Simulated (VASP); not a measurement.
# Be (P6_3/mmc) in VASP: relaxation of cell and atoms with PBE

Aim: the relaxation of cell and atoms of Be with PBE.

Everything below comes from runs of VASP 6.6.1. Logs are shortened: lines on timing, memory, paths and dates and some standing lists are left out, and cuts for length are marked.

## 1. The cell of the first run

It takes space group P6_3/mmc (No. 194, hexagonal). Conventional cell: a = 2.324 Å, b = 2.324 Å, c = 3.718 Å, α = 90.00°, β = 90.00°, γ = 120.00°. Within 3.0 Å of Be (site symmetry -6m2) lie 12 Be at 2.29 to 2.32 Å.

## 2. Relaxation of cell and atoms, PBE

File INCAR:

```
SYSTEM = Be
ALGO     = Normal         ! electronic algorithm
EDIFF    = 1E-7           ! SCF threshold, eV
EDIFFG   = -0.01          ! ionic threshold
ENCUT    = 600            ! plane-wave cutoff, eV
GGA      = PE             ! functional
GGA_COMPAT= .False.      
IBRION   = 2              ! ionic algorithm
ISIF     = 3              ! what is computed and relaxed
ISMEAR   = -1             ! smearing method
LASPH    = .True.         ! aspherical terms in the spheres
LCHARG   = .False.        ! write CHGCAR
LREAL    = .False.        ! projectors in reciprocal space
LWAVE    = .False.        ! write WAVECAR
NELM     = 120            ! most SCF steps
NELMIN   = 4            
NSW      = 80             ! ionic steps
PREC     = Accurate       ! precision mode
SIGMA    = 0.1            ! smearing width, eV
```

File KPOINTS:

```
k-points
0
Gamma
  8 8 5
  0 0 0
```

File POSCAR:

```
Be
1.0
    1.1622096356     -2.0130061380      0.0000000000
    1.1622096356      2.0130061380      0.0000000000
    0.0000000000      0.0000000000      3.7178522960
Be
2
Direct
    0.3333333333      0.6666666667      0.2500000000
    0.6666666667      0.3333333333      0.7500000000
```

Potentials or basis: VASP PAW PBE potentials, release 64 (Be).

Launch:

```sh
$ cat potpaw_PBE.64/Be/POTCAR > POTCAR
$ mpirun -np 1 vasp_std > vasp.out
```

OUTCAR:

```text
SYSTEM = Be
   EDIFF = 1E-7
   EDIFFG = -0.01
   ENCUT = 600
   GGA = PE
   IBRION = 2
   ISIF = 3
   ISMEAR = -1
   LASPH = .True.
   LREAL = .False.
   NELM = 120
   NELMIN = 4
   NSW = 80
   PREC = Accurate

 ion  position               nearest neighbor table
   1  0.333  0.667  0.250-   2 2.29   2 2.29   2 2.29   2 2.29   2 2.29   2 2.29
   2  0.667  0.333  0.750-   1 2.29   1 2.29   1 2.29   1 2.29   1 2.29   1 2.29

  LATTYP: Found a hexagonal cell.
 ALAT       =     2.3244192713
 C/A-ratio  =     1.5994757667

  Lattice vectors:

 A1 = (   1.1622096356,  -2.0130061380,   0.0000000000)
 A2 = (   1.1622096356,   2.0130061380,   0.0000000000)
 A3 = (   0.0000000000,   0.0000000000,   3.7178522960)

Analysis of symmetry for initial positions (statically):
=====================================================================
 Subroutine PRICEL returns:
 Original cell was already a primitive cell.

 Routine SETGRP: Setting up the symmetry group for a
 hexagonal supercell.

 Subroutine GETGRP returns: Found 24 space group operations
 (whereof 12 operations were pure point group operations)
 out of a pool of 24 trial point group operations.

The static configuration has the point symmetry D_3d.
 The point group associated with its full space group is D_6h.

Analysis of symmetry for dynamics (positions and initial velocities):
=====================================================================
 Subroutine PRICEL returns:
 Original cell was already a primitive cell.

 Routine SETGRP: Setting up the symmetry group for a
 hexagonal supercell.

 Subroutine GETGRP returns: Found 24 space group operations
 (whereof 12 operations were pure point group operations)
 out of a pool of 24 trial point group operations.

The dynamic configuration has the point symmetry D_3d.
 The point group associated with its full space group is D_6h.

 Subroutine INISYM returns: Found 24 space group operations
 (whereof 12 operations are pure point group operations),
 and found     1 'primitive' translations

----------------------------------------------------------------------------------------

                                     Primitive cell

  volume of cell :      17.3961
[... 96 lines left out ...]
   ISYM   =      2    0-nonsym 1-usesym 2-fastsym
   POTIM  = 0.5000    time-step for ionic-motion
   TEBEG  =    0.0;   TEEND  =   0.0 temperature during run
   PSTRESS=    0.0 pullay stress
   NELECT =       4.0000    total number of electrons
   NUPDOWN=      -1.0000    fix difference up-down
   EMIN   =  10.00;   EMAX   =-10.00  energy-range for DOS
   EFERMI =   0.00;   METHOD = LEGACY
   ISMEAR =    -1;   SIGMA  =   0.10  broadening in eV -4-tet -1-fermi 0-gaus
   EFERMI_NEDOS =   21; number of points for ismear=-14 and -15
   IALGO  =     38    algorithm
   IMIX   =      4    mixing-type and parameters
     AMIX     =   0.40;   BMIX     =  1.00
     AMIX_MAG =   1.60;   BMIX_MAG =  1.00
  volume/ion in A,a.u.               =       8.70        58.70
  Fermi-wavevector in a.u.,A,eV,Ry     =   1.002946  1.895293 13.686112  1.005901
  Thomas-Fermi vector in A             =   2.135466
   LORBIT       =      0    0 simple, 1 ext, 2 COOP (PROOUT), +10 PAW based schemes
   GGA     = PE    functional components
   LHFCALC =     F    Hartree Fock is set to
   AEXX    =    0.0000 exact exchange contribution
   IVDW    =     0    specifies the selected vdW correction
   LEPSILON=     F    determine dielectric tensor
   LRPA    =     F    only Hartree local field effects (RPA)
 conjugate gradient relaxation of ions
 non-spin polarized calculation
  energy-cutoff  :      600.00
  volume of cell :       17.40
 maximum number of plane-waves:       590
 NGX is ok and might be reduce to    20
   NGX =  9   NGY =  9   NGZ = 15

--------------------------------------- Ionic step        1  -------------------------------------------

 number of electron       4.0000000 magnetization

 Free energy of the ion-electron system (eV)
  ---------------------------------------------------
  ext. energy  EPLUGINS =         0.00000000
  ---------------------------------------------------
  free energy    TOTEN  =        -7.47376399 eV

  energy without entropy =       -7.46323671  energy(sigma->0) =       -7.46850035

------------------------ aborting loop because EDIFF is reached ----------------------------------------

  FORCE on cell =-STRESS in cart. coord.  units (eV):
  Direction    XX          YY          ZZ          XY          YZ          ZX
  --------------------------------------------------------------------------------------
  -------------------------------------------------------------------------------------
  Total       -1.0455172     -1.0455172     -1.1019052      0.0000000     -0.0000000      0.0000000
  in kB      -96.2919652    -96.2919652   -101.4852905      0.0000000     -0.0000000      0.0000000
  external PRESSURE =     -98.0230736 kB  Pullay stress =       0.0000000 kB
[... 167 lines left out ...]
--------------------------------------- Ionic step        6  -------------------------------------------

 number of electron       4.0000000 magnetization

 Free energy of the ion-electron system (eV)
  ---------------------------------------------------
  ext. energy  EPLUGINS =         0.00000000
  ---------------------------------------------------
  free energy    TOTEN  =        -7.52596926 eV

  energy without entropy =       -7.51598495  energy(sigma->0) =       -7.52097711

 E-fermi :   7.6641     XC(G=0): -10.6092

 val. band max:        6.6117942375   @ k =   0.3750  -0.0000   0.0000
 cond. band min:       7.7404296591   @ k =   0.3750  -0.0000   0.0000
 fundamental gap:      1.1286354216
 Fermi energy:         7.6641292943

 k-point     1 :       0.0000    0.0000    0.0000
  band No.  band energies     occupation
      1      -4.3244      2.00000
      2       2.5008      2.00000
      3       7.9795      0.08186
      4      23.2365      0.00000
      5      23.2365      0.00000
      6      26.0320      0.00000
[... 199 lines left out ...]
 k-point    24 :       0.3750   -0.0000    0.4000
  band No.  band energies     occupation
      1       1.0364      2.00000
      2       2.6456      2.00000
      3      10.4506      0.00000
      4      12.0986      0.00000
      5      18.8085      0.00000
      6      19.2208      0.00000

 [... further k-points ...]

------------------------ aborting loop because EDIFF is reached ----------------------------------------

  FORCE on cell =-STRESS in cart. coord.  units (eV):
  Direction    XX          YY          ZZ          XY          YZ          ZX
  --------------------------------------------------------------------------------------
  -------------------------------------------------------------------------------------
  Total        0.0196989      0.0196989      0.0179169     -0.0000000      0.0000000      0.0000000
  in kB        1.9978362      1.9978362      1.8171056     -0.0000000      0.0000000      0.0000000
  external PRESSURE =       1.9375927 kB  Pullay stress =       0.0000000 kB
[... 17 lines left out ...]
  FREE ENERGIE OF THE ION-ELECTRON SYSTEM (eV)
  ---------------------------------------------------
  free  energy   TOTEN  =        -7.5259692618 eV

  energy  without entropy=       -7.5159849547  energy(sigma->0) =       -7.52097711

 reached required accuracy - stopping structural energy minimisation
```

CONTCAR:

```text
Be
   1.00000000000000
     1.1277117983568521   -1.9532541311351632    0.0000000000000000
     1.1277117983568521    1.9532541311351632   -0.0000000000000000
     0.0000000000000000    0.0000000000000000    3.5859652517353169
  Be
     2
Direct
     0.3333333332999970    0.6666666667000030    0.2500000000000000
     0.6666666667000030    0.3333333332999970    0.7500000000000000

  0.00000000E+00  0.00000000E+00  0.00000000E+00
  0.00000000E+00  0.00000000E+00  0.00000000E+00
```

Run time: 16 s. Hardware: 1 thread of AMD EPYC 9R14 (Zen 4), shared host; peak memory 0.09 GiB.

Results:

* Free energy: -7.5260 eV
* Relaxed volume: 7.90 Å³/atom
* Relaxed cell: a = 2.255 Å, b = 2.255 Å, c = 3.586 Å, α = 90.00°, β = 90.00°, γ = 120.00°
* Space group after relaxing (to 0.1 Å): P6_3/mmc (No. 194)
* Energy gained by relaxing: 26.1 meV/atom
* Ionic steps: 6
* Pressure after relaxing: 0.2 GPa
* Band gap on the k mesh: zero (bands 2 and 3 overlap by 0.11 eV)

Step by step:
| step | energy change (eV) | largest force (eV/Å) | pressure (GPa) | volume (Å³) |
| --- | --- | --- | --- | --- |
| 1 | 0.0000 | 0.0000 | -9.80 | 17.40 |
| 2 | -0.0503 | 0.0000 | -2.01 | 16.09 |
| 3 | -0.0520 | 0.0000 | -0.09 | 15.83 |
| 4 | -0.0520 | 0.0000 | 0.15 | 15.80 |
| 5 | -0.0522 | 0.0000 | 0.18 | 15.80 |
| 6 | -0.0522 | 0.0000 | 0.19 | 15.80 |

Final structure:
```
Be
1.0
     1.12771   -1.95325    0.00000
     1.12771    1.95325    0.00000
     0.00000    0.00000    3.58597
Be
2
Direct
  0.33333 0.66667 0.25000
  0.66667 0.33333 0.75000
```

Caveat: the k points lie up to 0.40 Å⁻¹ apart in the final cell.
